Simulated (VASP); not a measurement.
# HfN in VASP: further runs

HfN is run at these levels: LDA; tasks: single point.

Program: VASP 6.6.1. These are calculated values, not measurements. Logs are shortened: lines on timing, memory, paths and dates and some standing lists are left out, and cuts for length are marked.

## Step 1: The cell of the first run

Symmetry: I4/mmm, No. 139, tetragonal system. The conventional cell has a = 3.286 Å, b = 3.286 Å, c = 4.468 Å, α = 90.00°, β = 90.00°, γ = 90.00°. Hf (site symmetry 4/mmm) has 6 N at 2.23 to 2.32 Å within 3.0 Å. Within 3.0 Å of N (site symmetry 4/mmm) lie 6 Hf at 2.23 to 2.32 Å.

## Step 2: Single point, LDA

INCAR

```
PREC = Accurate
ENCUT = 520
EDIFF = 1E-7
ISMEAR = 0
SIGMA = 0.15
LREAL = False
LASPH = True
NELM = 80
ALGO = Normal
ISIF = 2
LWAVE = False
LCHARG = False
GGA = CA
NBANDS = 14
```

KPOINTS

```
regular mesh
0
Gamma
  18 18 18
```

POSCAR

```
HfN
1.0
    0.0000000000      2.3233347065      2.2339756793
    2.3233347065      0.0000000000      2.2339756793
    2.3233347065      2.3233347065      0.0000000000
Hf N
1 1
Direct
    0.0000000000      0.0000000000      0.0000000000
    0.5000000000      0.5000000000      0.5000000000
```

Potentials or basis: VASP PAW LDA potentials, release 64 (Hf_pv, N).

On the command line:

```bash
$ cat potpaw_LDA.64/Hf_pv/POTCAR potpaw_LDA.64/N/POTCAR > POTCAR
$ mpirun -np 1 vasp_std > vasp.out
```

OUTCAR:

```text
PREC = Accurate
   ENCUT = 520
   EDIFF = 1E-7
   ISMEAR = 0
   LREAL = False
   LASPH = True
   NELM = 80
   ISIF = 2
   GGA = CA

 ion  position               nearest neighbor table
   1  0.000  0.000  0.000-   2 2.23   2 2.23   2 2.32   2 2.32   2 2.32   2 2.32
   2  0.500  0.500  0.500-   1 2.23   1 2.23   1 2.32   1 2.32   1 2.32   1 2.32

  LATTYP: Found a body centered tetragonal cell.
 ALAT       =     3.2856914519
 C/A-ratio  =     1.3598207330

  Lattice vectors:

 A1 = (   0.0000000000,  -2.3233347065,  -2.2339756793)
 A2 = (   0.0000000000,   2.3233347065,  -2.2339756793)
 A3 = (   2.3233347065,   0.0000000000,   2.2339756793)

Analysis of symmetry for initial positions (statically):
=====================================================================
 Subroutine PRICEL returns:
 Original cell was already a primitive cell.

 Routine SETGRP: Setting up the symmetry group for a
 body centered tetragonal supercell.

 Subroutine GETGRP returns: Found 16 space group operations
 (whereof 16 operations were pure point group operations)
 out of a pool of 16 trial point group operations.

The static configuration has the point symmetry D_4h.

Analysis of symmetry for dynamics (positions and initial velocities):
=====================================================================
 Subroutine PRICEL returns:
 Original cell was already a primitive cell.

 Routine SETGRP: Setting up the symmetry group for a
 body centered tetragonal supercell.

 Subroutine GETGRP returns: Found 16 space group operations
 (whereof 16 operations were pure point group operations)
 out of a pool of 16 trial point group operations.

The dynamic configuration has the point symmetry D_4h.

 Subroutine INISYM returns: Found 16 space group operations
 (whereof 16 operations are pure point group operations),
 and found     1 'primitive' translations

----------------------------------------------------------------------------------------

                                     Primitive cell

  volume of cell :      24.1175

  direct lattice vectors                    reciprocal lattice vectors
     0.000000000  2.323334706  2.233975679    -0.215207907  0.215207907  0.223816224
     2.323334706  0.000000000  2.233975679     0.215207907 -0.215207907  0.223816224
     2.323334706  2.323334706  0.000000000     0.215207907  0.215207907 -0.223816224

  length of vectors
     3.223124492  3.223124492  3.285691452     0.377786433  0.377786433  0.377786433

  position of ions in fractional coordinates (direct lattice)
     0.000000000  0.000000000  0.000000000
     0.500000000  0.500000000  0.500000000

  ion indices of the primitive-cell ions
   primitive index   ion index
                 1           1
                 2           2

----------------------------------------------------------------------------------------

 KPOINTS: regular mesh

Automatic generation of k-mesh.
 Grid dimensions read from file:
 generate k-points for:   18   18   18

 Generating k-lattice:

  Cartesian coordinates                     Fractional coordinates (reciprocal lattice)
    -0.011955995  0.011955995  0.012434235     0.055555556  0.000000000  0.000000000
     0.011955995 -0.011955995  0.012434235     0.000000000  0.055555556  0.000000000
     0.011955995  0.011955995 -0.012434235     0.000000000  0.000000000  0.055555556

  Length of vectors
     0.020988135  0.020988135  0.020988135

  Shift w.r.t. Gamma in fractional coordinates (k-lattice)
     0.000000000  0.000000000  0.000000000

 Subroutine IBZKPT returns following result:
 ===========================================

 Found    480 irreducible k-points:

 Following reciprocal coordinates:
            Coordinates               Weight
  0.000000  0.000000  0.000000      1.000000
  0.055556  0.000000  0.000000      8.000000
  0.111111  0.000000  0.000000      8.000000
  0.166667  0.000000  0.000000      8.000000
  0.222222  0.000000  0.000000      8.000000
  0.277778  0.000000  0.000000      8.000000
[... 16 lines left out ...]
 -0.277778  0.055556  0.000000      8.000000
 -0.222222  0.055556  0.000000      8.000000
 [... further k-points ...]
   k-points           NKPTS =    480   k-points in BZ     NKDIM =    480   number of bands    NBANDS=     14
   number of dos      NEDOS =    301   number of ions     NIONS =      2
   total plane-waves  NPLWV =  13824
   dimension x,y,z NGX =    24 NGY =   24 NGZ =   24
   dimension x,y,z NGXF=    48 NGYF=   48 NGZF=   48
   ions per type =               1   1
   NGX,Y,Z   is equivalent  to a cutoff of  12.38, 12.38, 12.14 a.u.
   NGXF,Y,Z  is equivalent  to a cutoff of  24.76, 24.76, 24.29 a.u.
 SYSTEM =  unknown system
   PREC   = accura    normal or accurate (medium, high low for compatibility)
   ISTART =      0    job   : 0-new  1-cont  2-samecut
   ICHARG =      2    charge: 1-file 2-atom 10-const
   ISPIN  =      1    spin polarized calculation?
   LNONCOLLINEAR =      F non collinear calculations
   LSORBIT =      F    spin-orbit coupling
   LASPH  =      T    aspherical Exc in radial PAW
   ENCUT  =  520.0 eV  38.22 Ry    6.18 a.u.   5.99  5.99  6.11*2*pi/ulx,y,z
   NELM   =     80;   NELMIN=  2; NELMDL= -5     # of ELM steps
   EDIFF  = 0.1E-06   stopping-criterion for ELM
   LREAL  =      F    real-space projection
   EDIFFG = 0.1E-05   stopping-criterion for IOM
   NSW    =      0    number of steps for IOM
   IBRION =     -1    ionic relax: 0-MD 1-quasi-New 2-CG
   NFREE  =      0    steps in history (QN), initial steepest desc. (CG)
   ISIF   =      2    stress and relaxation
   ISYM   =      2    0-nonsym 1-usesym 2-fastsym
   POTIM  = 0.5000    time-step for ionic-motion
   TEBEG  =    0.0;   TEEND  =   0.0 temperature during run
   PSTRESS=    0.0 pullay stress
   NELECT =      15.0000    total number of electrons
   NUPDOWN=      -1.0000    fix difference up-down
   EMIN   =  10.00;   EMAX   =-10.00  energy-range for DOS
   EFERMI =   0.00;   METHOD = LEGACY
   ISMEAR =     0;   SIGMA  =   0.15  broadening in eV -4-tet -1-fermi 0-gaus
   EFERMI_NEDOS =   21; number of points for ismear=-14 and -15
   IALGO  =     38    algorithm
   IMIX   =      4    mixing-type and parameters
     AMIX     =   0.40;   BMIX     =  1.00
     AMIX_MAG =   1.60;   BMIX_MAG =  1.00
  volume/ion in A,a.u.               =      12.06        81.38
  Fermi-wavevector in a.u.,A,eV,Ry     =   1.397423  2.640747 26.569339  1.952791
  Thomas-Fermi vector in A             =   2.520681
   LORBIT       =      0    0 simple, 1 ext, 2 COOP (PROOUT), +10 PAW based schemes
   GGA     = CA    functional components
   LHFCALC =     F    Hartree Fock is set to
   AEXX    =    0.0000 exact exchange contribution
   IVDW    =     0    specifies the selected vdW correction
   LEPSILON=     F    determine dielectric tensor
   LRPA    =     F    only Hartree local field effects (RPA)
 non-spin polarized calculation
 Gauss-broadening in eV      SIGMA  =   0.15
  energy-cutoff  :      520.00
  volume of cell :       24.12
 maximum number of plane-waves:       668
   NGX = 11   NGY = 11   NGZ = 13

 number of electron      15.0000002 magnetization

 Free energy of the ion-electron system (eV)
  ---------------------------------------------------
  ext. energy  EPLUGINS =         0.00000000
  ---------------------------------------------------
  free energy    TOTEN  =       -23.70837933 eV

  energy without entropy =      -23.70157810  energy(sigma->0) =      -23.70497871

 E-fermi :   7.7770     XC(G=0): -12.7468

 val. band max:        7.7423604699   @ k =  -0.3889   0.3333   0.1111
 cond. band min:       7.7774404932   @ k =   0.0556   0.0000   0.0000
 fundamental gap:      0.0350800234
 Fermi energy:         7.7770032922

 k-point     1 :       0.0000    0.0000    0.0000
  band No.  band energies     occupation
      1     -23.3293      2.00000
      2     -23.3293      2.00000
      3     -23.2906      2.00000
      4      -9.1838      2.00000
      5       4.8342      2.00000
      6       4.8342      2.00000
      7       5.0132      2.00000
      8       7.2933      1.99999
      9       7.2933      1.99999
     10       7.7023      1.51905
     11       8.8634      0.00000
     12       9.3055      0.00000
     13      10.3885      0.00000
     14      17.3525      0.00000

 k-point     2 :       0.0556    0.0000    0.0000
  band No.  band energies     occupation
      1     -23.3502      2.00000
      2     -23.3324      2.00000
      3     -23.2987      2.00000
      4      -9.1170      2.00000
      5       4.5367      2.00000
      6       4.6484      2.00000
      7       4.8038      2.00000
      8       7.4024      1.99959
      9       7.4077      1.99950
     10       7.7774      0.99671
     11       9.1085      0.00000
     12       9.5318      0.00000
     13      10.6166      0.00000
     14      17.5817      0.00000

 k-point     3 :       0.1111    0.0000    0.0000
  band No.  band energies     occupation
      1     -23.4230      2.00000
      2     -23.3413      2.00000
      3     -23.3084      2.00000
      4      -8.9226      2.00000
      5       3.8052      2.00000
      6       4.2055      2.00000
      7       4.3421      2.00000
      8       7.6207      1.85930
      9       7.7052      1.50129
     10       7.9699      0.06899
     11       9.7456      0.00000
     12      10.1356      0.00000
     13      11.2249      0.00000
     14      18.2283      0.00000

 k-point     4 :       0.1667    0.0000    0.0000
  band No.  band energies     occupation
      1     -23.5381      2.00000
      2     -23.3549      2.00000
      3     -23.3171      2.00000
      4      -8.6189      2.00000
      5       2.9136      2.00000
      6       3.6757      2.00000
      7       3.7928      2.00000
      8       7.8540      0.46801
      9       8.1392      0.00064
     10       8.3033      0.00000
     11      10.5748      0.00000
     12      10.9727      0.00000
     13      12.0629      0.00000
     14      18.9358      0.00000

 k-point     5 :       0.2222    0.0000    0.0000
  band No.  band energies     occupation
      1     -23.6767      2.00000
      2     -23.3715      2.00000
      3     -23.3264      2.00000
      4      -8.2335      2.00000
      5       2.0015      2.00000
      6       3.1579      2.00000
      7       3.2520      2.00000
      8       8.1374      0.00068
      9       8.6917      0.00000
     10       8.7756      0.00000
     11      11.4414      0.00000
[... 276 lines left out ...]
 k-point    22 :      -0.3333    0.0556    0.0000
  band No.  band energies     occupation
      1     -23.9771      2.00000
      2     -23.4036      2.00000
      3     -23.3751      2.00000
      4      -7.2790      2.00000
      5       0.1996      2.00000
      6       2.1693      2.00000
      7       2.4702      2.00000
      8       9.0843      0.00000
      9       9.9242      0.00000
     10      10.6109      0.00000
     11      13.0041      0.00000
     12      14.4718      0.00000
     13      14.5850      0.00000
     14      18.8971      0.00000

 k-point    23 :      -0.2778    0.0556    0.0000
  band No.  band energies     occupation
      1     -23.8558      2.00000
      2     -23.3857      2.00000
      3     -23.3676      2.00000
      4      -7.6881      2.00000
      5       0.8683      2.00000
      6       2.4740      2.00000
      7       2.8737      2.00000
      8       8.5284      0.00000
      9       9.2230      0.00000
     10      10.0928      0.00000
     11      12.6800      0.00000
     12      13.4696      0.00000
     13      13.7248      0.00000
     14      18.9252      0.00000

 k-point    24 :      -0.2222    0.0556    0.0000
  band No.  band energies     occupation
      1     -23.7190      2.00000
      2     -23.3675      2.00000
      3     -23.3568      2.00000
      4      -8.1070      2.00000
      5       1.6374      2.00000
      6       2.8712      2.00000
      7       3.3547      2.00000
      8       8.1124      0.00157
      9       8.5812      0.00000
     10       9.5204      0.00000
     11      12.0699      0.00000
     12      12.4579      0.00000
     13      12.7705      0.00000
     14      18.9329      0.00000

 [... further k-points ...]

------------------------ aborting loop because EDIFF is reached ----------------------------------------

  FORCE on cell =-STRESS in cart. coord.  units (eV):
  Direction    XX          YY          ZZ          XY          YZ          ZX
  --------------------------------------------------------------------------------------
  -------------------------------------------------------------------------------------
  Total       -3.8444832     -3.8444832     -1.4970880      0.0000000      0.0000000      0.0000000
  in kB     -255.3974455   -255.3974455    -99.4548353      0.0000000      0.0000000      0.0000000
  external PRESSURE =    -203.4165754 kB  Pullay stress =       0.0000000 kB

 VOLUME and BASIS-vectors are now :
 -----------------------------------------------------------------------------
  energy-cutoff  :      520.00
  volume of cell :       24.12
      direct lattice vectors                 reciprocal lattice vectors
     0.000000000  2.323334706  2.233975679    -0.215207907  0.215207907  0.223816224
     2.323334706  0.000000000  2.233975679     0.215207907 -0.215207907  0.223816224
     2.323334706  2.323334706  0.000000000     0.215207907  0.215207907 -0.223816224

 POSITION                                       TOTAL-FORCE (eV/Angst)
 -----------------------------------------------------------------------------------
      0.00000      0.00000      0.00000        -0.000000      0.000000      0.000000
      2.32333      2.32333      2.23398         0.000000      0.000000      0.000000
 -----------------------------------------------------------------------------------
    total drift:                                0.000000     -0.000000     -0.000000

  FREE ENERGIE OF THE ION-ELECTRON SYSTEM (eV)
  ---------------------------------------------------
  free  energy   TOTEN  =       -23.7083793265 eV

  energy  without entropy=      -23.7015780988  energy(sigma->0) =      -23.70497871
```

Wall time 35 s (1 thread of Intel Xeon 6975P-C (Granite Rapids), shared host); peak memory 0.26 GiB.

What came out:

```
Free energy : -23.7084 eV
Pressure    : -20.3 GPa
```

Levels at points of the mesh, in eV from the Fermi level:
| k point | band 6 | band 7 | band 8 | band 9 | band 10 | band 11 |
| --- | --- | --- | --- | --- | --- | --- |
| (0.00, 0.00, 0.00) | -2.94 | -2.76 | -0.48 | -0.48 | -0.07 | 1.09 |
| (0.50, 0.00, 0.00) | -5.94 | -5.92 | 3.04 | 3.39 | 3.61 | 4.32 |
| (0.50, 0.50, 0.00) | -3.68 | -3.68 | -3.68 | 3.83 | 5.13 | 5.16 |
| (0.50, 0.00, 0.50) | -3.58 | -3.57 | -3.42 | 3.63 | 4.89 | 5.36 |

Caveat: spin-orbit coupling is left out, which moves the levels of the heavy elements.

## Step 3: Single point, LDA

INCAR

```
SYSTEM = HfN
PREC = Accurate
ENCUT = 520
EDIFF = 1E-6
ISMEAR = 0
SIGMA = 0.15
LREAL = .FALSE.
LASPH = .TRUE.
NELM = 60
ALGO = Normal
ISIF = 2
LWAVE = .FALSE.
LCHARG = .FALSE.
GGA = CA
NBANDS = 14
```

KPOINTS

```
regular mesh
0
G
  18 18 18
  0 0 0
```

POSCAR

```
HfN
1.0
    0.0000000000      2.3233347065      2.2339756793
    2.3233347065      0.0000000000      2.2339756793
    2.3233347065      2.3233347065      0.0000000000
Hf N
1 1
Direct
   -0.0007903877      0.0007903877      0.0007903877
    0.5100717301      0.4899282699      0.4899282699
```

Potentials or basis: VASP PAW LDA potentials, release 64 (Hf_pv, N).

On the command line:

```bash
$ cat potpaw_LDA.64/Hf_pv/POTCAR potpaw_LDA.64/N/POTCAR > POTCAR
$ mpirun -np 1 vasp_std > vasp.out
```

Run time: 90 s. Hardware: 1 thread of AMD EPYC 7R13, shared host; peak memory 0.39 GiB.

Results (log left out):

```yaml
Free_energy: -23.6984 eV
Pressure: -20.1 GPa
Largest_force: 0.397 eV/Å
```

Forces on the atoms (eV/Å):
```
Hf  -0.397  0.000  0.000
N    0.397  0.000  0.000
```

Stress tensor (GPa, compression positive):
```
-24.77   0.00   0.00
  0.00 -25.50   0.00
  0.00   0.00  -9.95
```

Levels at points of the mesh, in eV from the Fermi level:
```tsv
k point	band 5	band 6	band 7	band 8	band 9	band 10	band 11	band 12
(0.00, 0.00, 0.00)	-2.98	-2.97	-2.81	-0.48	-0.43	-0.04	1.09	1.57
(0.50, 0.00, 0.00)	-8.57	-5.94	-5.92	3.04	3.39	3.59	4.32	7.87
(0.50, 0.50, 0.00)	-5.01	-4.02	-3.69	-3.34	3.84	5.11	5.16	5.16
(0.50, 0.00, 0.50)	-5.40	-3.86	-3.59	-3.12	3.64	4.89	5.35	5.39
(0.00, 0.50, 0.50)	-5.40	-3.58	-3.57	-3.42	3.64	4.89	5.34	5.39
```

Caveat: spin-orbit coupling is left out, which moves the levels of the heavy elements.
